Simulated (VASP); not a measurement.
# Sb: single point with r2SCAN

Crystal: Sb.

```
Sb
1.0
     3.20158    0.00000    0.00000
     0.00000    3.20158    0.00000
     0.00000    0.00000    3.20158
Sb
1
Direct
  0.00000 0.00000 0.00000
```

```yaml
Program: VASP 6.6.1
Task: single point
Functional: r2SCAN
Potentials_or_basis: VASP PAW PBE potentials, release 64 (Sb)
Cutoff: 520 eV
k_mesh: 8 × 8 × 8
Occupations: fermi-dirac, width 0.05 eV
Spin: no spin polarisation
```

```yaml
Pressure: -5.0 GPa
```

Levels at points of the mesh, in eV from the Fermi level:
```
           k point  band 1  band 2  band 3  band 4  band 5  band 6  band 7  band 8
(0.00, 0.00, 0.00)  -12.21    3.23    3.23    3.23    7.22    7.22    8.57   17.94
(0.50, 0.00, 0.00)   -9.98   -5.17    5.05    5.05    9.14   11.09   11.70   11.75
(0.50, 0.50, 0.00)   -7.62   -3.31   -3.31    2.87    6.88   12.78   13.56   13.56
(0.50, 0.50, 0.50)   -4.98   -1.57   -1.57   -1.57    5.37    5.37    5.37    7.78
```

It took 16 s on 1 thread of Intel(R) Xeon(R) Platinum 8488C (Sapphire Rapids) (shared host), peak memory 0.14 GiB.

Caveat: the PAW data sets were made with another functional, which shifts forces and pressure a little; spin-orbit coupling is left out, which moves the levels of the heavy elements.
